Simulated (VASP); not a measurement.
# Pt (I4/mmm) in VASP: further runs

The runs below take Pt through single point, with PBEsol.

Everything below comes from runs of VASP 6.6.1. Logs are shortened: lines on timing, memory, paths and dates and some standing lists are left out, and cuts for length are marked.

## 1. The cell of the first run

Symmetry: I4/mmm, No. 139, tetragonal system. Conventional cell: a = 3.503 Å, b = 3.503 Å, c = 2.477 Å, α = 90.00°, β = 90.00°, γ = 90.00°. Pt (site symmetry 4/mmm) has 10 Pt at 2.48 to 2.77 Å within 3.3 Å.

## 2. Single point, PBEsol

Contents of INCAR:

```
  ALGO = Fast
  EDIFF = 1E-6
  ENCUT = 520
  GGA = PS
  ISIF = 2
  ISMEAR = 0
  LASPH = T
  LCHARG = T
  LELF = T
  LREAL = F
  LVHAR = T
  LWAVE = F
  NBANDS = 11
  NELM = 80
  PREC = Accurate
  SIGMA = 0.15
```

Contents of KPOINTS:

```
k-points
0
Gamma
  30 30 30
```

Contents of POSCAR:

```
Pt
1.0
   -1.7516572052      1.7516572052      1.2384216441
    1.7516572052     -1.7516572052      1.2384216441
    1.7516572052      1.7516572052     -1.2384216441
Pt
1
Direct
    0.0000000000      0.0000000000      0.0000000000
```

Potentials or basis: VASP PAW PBE potentials, release 64 (Pt).

The run is started by

```
$ cat potpaw_PBE.64/Pt/POTCAR > POTCAR
$ mpirun -np 1 vasp_std > vasp.out
```

OUTCAR:

```text
EDIFF = 1E-6
   ENCUT = 520
   GGA = PS
   ISIF = 2
   ISMEAR = 0
   LASPH = T
   LREAL = F
   NELM = 80
   PREC = Accurate

 ion  position               nearest neighbor table
   1  0.000  0.000  0.000-

  LATTYP: Found a body centered tetragonal cell.
 ALAT       =     3.5033144104
 C/A-ratio  =     0.7070000000

  Lattice vectors:

 A1 = (  -1.7516572052,   1.7516572052,   1.2384216441)
 A2 = (   1.7516572052,  -1.7516572052,   1.2384216441)
 A3 = (   1.7516572052,   1.7516572052,  -1.2384216441)

Analysis of symmetry for initial positions (statically):
=====================================================================
 Subroutine PRICEL returns:
 Original cell was already a primitive cell.

 Routine SETGRP: Setting up the symmetry group for a
 body centered tetragonal supercell.

 Subroutine GETGRP returns: Found 16 space group operations
 (whereof 16 operations were pure point group operations)
 out of a pool of 16 trial point group operations.

The static configuration has the point symmetry D_4h.

Analysis of symmetry for dynamics (positions and initial velocities):
=====================================================================
 Subroutine PRICEL returns:
 Original cell was already a primitive cell.

 Routine SETGRP: Setting up the symmetry group for a
 body centered tetragonal supercell.

 Subroutine GETGRP returns: Found 16 space group operations
 (whereof 16 operations were pure point group operations)
 out of a pool of 16 trial point group operations.

The dynamic configuration has the point symmetry D_4h.

 Subroutine INISYM returns: Found 16 space group operations
 (whereof 16 operations are pure point group operations),
 and found     1 'primitive' translations

----------------------------------------------------------------------------------------

                                     Primitive cell

  volume of cell :      15.1994

  direct lattice vectors                    reciprocal lattice vectors
    -1.751657205  1.751657205  1.238421644     0.000000000  0.285443978  0.403739714
     1.751657205 -1.751657205  1.238421644     0.285443978  0.000000000  0.403739714
     1.751657205  1.751657205 -1.238421644     0.285443978  0.285443978  0.000000000

  length of vectors
     2.769529581  2.769529581  2.769529581     0.494453254  0.494453254  0.403678744

  position of ions in fractional coordinates (direct lattice)
     0.000000000  0.000000000  0.000000000

  ion indices of the primitive-cell ions
   primitive index   ion index
                 1           1

[... 79 lines left out ...]
   POTIM  = 0.5000    time-step for ionic-motion
   TEBEG  =    0.0;   TEEND  =   0.0 temperature during run
   PSTRESS=    0.0 pullay stress
   NELECT =      10.0000    total number of electrons
   NUPDOWN=      -1.0000    fix difference up-down
   EMIN   =  10.00;   EMAX   =-10.00  energy-range for DOS
   EFERMI =   0.00;   METHOD = LEGACY
   ISMEAR =     0;   SIGMA  =   0.15  broadening in eV -4-tet -1-fermi 0-gaus
   EFERMI_NEDOS =   21; number of points for ismear=-14 and -15
   IALGO  =     68    algorithm
   IMIX   =      4    mixing-type and parameters
     AMIX     =   0.40;   BMIX     =  1.00
     AMIX_MAG =   1.60;   BMIX_MAG =  1.00
  volume/ion in A,a.u.               =      15.20       102.57
  Fermi-wavevector in a.u.,A,eV,Ry     =   1.423855  2.690697 27.583967  2.027364
  Thomas-Fermi vector in A             =   2.544409
   LORBIT       =      0    0 simple, 1 ext, 2 COOP (PROOUT), +10 PAW based schemes
   GGA     = PS    functional components
   LHFCALC =     F    Hartree Fock is set to
   AEXX    =    0.0000 exact exchange contribution
   IVDW    =     0    specifies the selected vdW correction
   LEPSILON=     F    determine dielectric tensor
   LRPA    =     F    only Hartree local field effects (RPA)
 non-spin polarized calculation
 RMM-DIIS sequential band-by-band and
 Gauss-broadening in eV      SIGMA  =   0.15
  energy-cutoff  :      520.00
  volume of cell :       15.20
 maximum number of plane-waves:       426
 NGX is ok and might be reduce to    24
   NGX = 11   NGY = 11   NGZ = 11

 number of electron      10.0000000 magnetization

 Free energy of the ion-electron system (eV)
  ---------------------------------------------------
  ext. energy  EPLUGINS =         0.00000000
  ---------------------------------------------------
  free energy    TOTEN  =        -6.74062428 eV

  energy without entropy =       -6.72748406  energy(sigma->0) =       -6.73405417

 E-fermi :  10.9040     XC(G=0): -13.5312

 val. band max:       10.9039290605   @ k =  -0.1333   0.5000   0.0667
 cond. band min:      10.9040968340   @ k =  -0.2000   0.4333   0.1667
 fundamental gap:      0.0001677735
 Fermi energy:        10.9040346122

 k-point     1 :       0.0000    0.0000    0.0000
  band No.  band energies     occupation
      1       0.7140      2.00000
      2       5.4165      2.00000
      3       6.0019      2.00000
      4       9.0897      2.00000
      5       9.0897      2.00000
      6      10.6298      1.99028
      7      25.5018      0.00000
      8      25.5018      0.00000
      9      34.9163      0.00000
     10      35.3199      0.00000
     11      35.4996      0.00000
[... 309 lines left out ...]
 k-point    24 :       0.2667    0.0333    0.0000
  band No.  band energies     occupation
      1       3.8644      2.00000
      2       5.5324      2.00000
      3       7.5143      2.00000
      4       8.9145      2.00000
      5       9.5434      2.00000
      6       9.7485      2.00000
      7      24.8161      0.00000
      8      28.1631      0.00000
      9      28.8411      0.00000
     10      32.4132      0.00000
     11      32.9686      0.00000

 [... further k-points ...]

------------------------ aborting loop because EDIFF is reached ----------------------------------------

  FORCE on cell =-STRESS in cart. coord.  units (eV):
  Direction    XX          YY          ZZ          XY          YZ          ZX
  --------------------------------------------------------------------------------------
  -------------------------------------------------------------------------------------
  Total       -0.7982488     -0.7982488      4.7471035      0.0000000     -0.0000000     -0.0000000
  in kB      -84.1437917    -84.1437917    500.3944895      0.0000000     -0.0000000     -0.0000000
  external PRESSURE =     110.7023020 kB  Pullay stress =       0.0000000 kB

 VOLUME and BASIS-vectors are now :
 -----------------------------------------------------------------------------
  energy-cutoff  :      520.00
  volume of cell :       15.20
      direct lattice vectors                 reciprocal lattice vectors
    -1.751657205  1.751657205  1.238421644     0.000000000  0.285443978  0.403739714
     1.751657205 -1.751657205  1.238421644     0.285443978  0.000000000  0.403739714
     1.751657205  1.751657205 -1.238421644     0.285443978  0.285443978  0.000000000

 POSITION                                       TOTAL-FORCE (eV/Angst)
 -----------------------------------------------------------------------------------
      0.00000      0.00000      0.00000         0.000000      0.000000      0.000000
 -----------------------------------------------------------------------------------
    total drift:                               -0.000000      0.000000     -0.000000

  FREE ENERGIE OF THE ION-ELECTRON SYSTEM (eV)
  ---------------------------------------------------
  free  energy   TOTEN  =        -6.7406242813 eV

  energy  without entropy=       -6.7274840591  energy(sigma->0) =       -6.73405417
```

OSZICAR:

```text
N       E                     dE             d eps       ncg     rms          rms(c)
DAV:   1     0.392138929598E+02    0.39214E+02   -0.53537E+03 44688   0.844E+02
DAV:   2    -0.661131738971E+01   -0.45825E+02   -0.43855E+02 49879   0.177E+02
DAV:   3    -0.721547070629E+01   -0.60415E+00   -0.60162E+00 51918   0.195E+01
DAV:   4    -0.721792530970E+01   -0.24546E-02   -0.24544E-02 50473   0.144E+00
DAV:   5    -0.721794565122E+01   -0.20342E-04   -0.20342E-04 51656   0.122E-01    0.136E+01
RMM:   6    -0.679142537293E+01    0.42652E+00   -0.41409E-01 44056   0.544E+00    0.704E+00
RMM:   7    -0.674546809870E+01    0.45957E-01   -0.71553E-02 46480   0.244E+00    0.267E+00
RMM:   8    -0.674086067598E+01    0.46074E-02   -0.92724E-03 47948   0.888E-01    0.560E-01
RMM:   9    -0.674061139236E+01    0.24928E-03   -0.98941E-04 51480   0.269E-01    0.986E-02
RMM:  10    -0.674062343053E+01   -0.12038E-04   -0.15926E-04 51585   0.974E-02    0.775E-02
RMM:  11    -0.674062527027E+01   -0.18397E-05   -0.28515E-05 52914   0.354E-02    0.118E-02
RMM:  12    -0.674062423018E+01    0.10401E-05   -0.90740E-06 49195   0.232E-02    0.422E-03
RMM:  13    -0.674062428129E+01   -0.51108E-07   -0.18537E-06 37300   0.884E-03
   1 F= -.67406243E+01 E0= -.67340542E+01  d E =-.131402E-01
```

It took 4.4 min on 1 thread of AMD EPYC 9R45 (Zen 5), shared host; peak memory 0.41 GiB.

Results:

```yaml
Free_energy: -6.7406 eV
Pressure: 11.1 GPa
Band_gap_on_the_k_mesh: zero (bands 5 and 6 overlap by 2.26 eV)
```

Stress tensor (GPa, compression positive):
```
-8.41  0.00  0.00
 0.00 -8.41  0.00
 0.00  0.00 50.04
```

Caveat: the stress differs along the axes, from -8 to 50 GPa; the PAW data sets were made with another functional, which shifts forces and pressure a little; spin-orbit coupling is left out, which moves the levels of the heavy elements.

## 3. Single point, PBEsol

Contents of INCAR:

```
SYSTEM = Pt
ALGO     = Fast           ! electronic algorithm
EDIFF    = 1E-7           ! SCF threshold, eV
ENCUT    = 520            ! plane-wave cutoff, eV
GGA      = PS             ! functional
ISIF     = 2              ! what is computed and relaxed
ISMEAR   = 0              ! smearing method
LASPH    = .TRUE.         ! aspherical terms in the spheres
LCHARG   = .FALSE.        ! write CHGCAR
LREAL    = .FALSE.        ! projectors in reciprocal space
LWAVE    = .FALSE.        ! write WAVECAR
NBANDS   = 11             ! bands
NELM     = 60             ! most SCF steps
PREC     = Accurate       ! precision mode
SIGMA    = 0.15           ! smearing width, eV
```

Contents of KPOINTS:

```
k-points
0
G
  30 30 30
  0 0 0
```

Contents of POSCAR:

```
Pt
1.0
   -1.6473376177      1.6473376177      1.4002369751
    1.6473376177     -1.6473376177      1.4002369751
    1.6473376177      1.6473376177     -1.4002369751
Pt
1
Direct
    0.0000000000      0.0000000000      0.0000000000
```

Potentials or basis: VASP PAW PBE potentials, release 64 (Pt).

The run is started by

```
$ cat potpaw_PBE.64/Pt/POTCAR > POTCAR
$ mpirun -np 1 vasp_std > vasp.out
```

OUTCAR:

```text
SYSTEM = Pt
   EDIFF = 1E-7
   ENCUT = 520
   GGA = PS
   ISIF = 2
   ISMEAR = 0
   LASPH = .TRUE.
   LREAL = .FALSE.
   NELM = 60
   PREC = Accurate

 ion  position               nearest neighbor table
   1  0.000  0.000  0.000-

  LATTYP: Found a body centered tetragonal cell.
 ALAT       =     3.2946752354
 C/A-ratio  =     0.8500000000

  Lattice vectors:

 A1 = (  -1.6473376177,   1.6473376177,   1.4002369751)
[... 516 lines left out ...]
      8      26.7331      0.00000
      9      29.8831      0.00000
     10      32.0067      0.00000
     11      33.3203      0.00000

 [... further k-points ...]

------------------------ aborting loop because EDIFF is reached ----------------------------------------

  FORCE on cell =-STRESS in cart. coord.  units (eV):
  Direction    XX          YY          ZZ          XY          YZ          ZX
  --------------------------------------------------------------------------------------
  -------------------------------------------------------------------------------------
  Total        0.2220745      0.2220745     -0.7728074      0.0000000      0.0000000      0.0000000
  in kB       23.4089832     23.4089832    -81.4620031      0.0000000      0.0000000      0.0000000
  external PRESSURE =     -11.5480123 kB  Pullay stress =       0.0000000 kB

 VOLUME and BASIS-vectors are now :
 -----------------------------------------------------------------------------
  energy-cutoff  :      520.00
  volume of cell :       15.20
      direct lattice vectors                 reciprocal lattice vectors
    -1.647337618  1.647337618  1.400236975     0.000000000  0.303520052  0.357082415
     1.647337618 -1.647337618  1.400236975     0.303520052  0.000000000  0.357082415
     1.647337618  1.647337618 -1.400236975     0.303520052  0.303520052  0.000000000

 POSITION                                       TOTAL-FORCE (eV/Angst)
 -----------------------------------------------------------------------------------
      0.00000      0.00000      0.00000         0.000000      0.000000     -0.000000
 -----------------------------------------------------------------------------------
    total drift:                                0.000000     -0.000000     -0.000000

  FREE ENERGIE OF THE ION-ELECTRON SYSTEM (eV)
  ---------------------------------------------------
  free  energy   TOTEN  =        -6.9371853413 eV

  energy  without entropy=       -6.9244850907  energy(sigma->0) =       -6.93083522
```

It took 3 min on 1 thread of AMD EPYC 9R45 (Zen 5), shared host; peak memory 0.39 GiB.

Results:

* Free energy: -6.9372 eV
* Pressure: -1.2 GPa
* Band gap on the k mesh: zero (bands 5 and 6 overlap by 2.16 eV)

Caveat: the stress differs along the axes, from -8 to 2 GPa; the PAW data sets were made with another functional, which shifts forces and pressure a little; spin-orbit coupling is left out, which moves the levels of the heavy elements.

(Continued in part 2 of 2.)
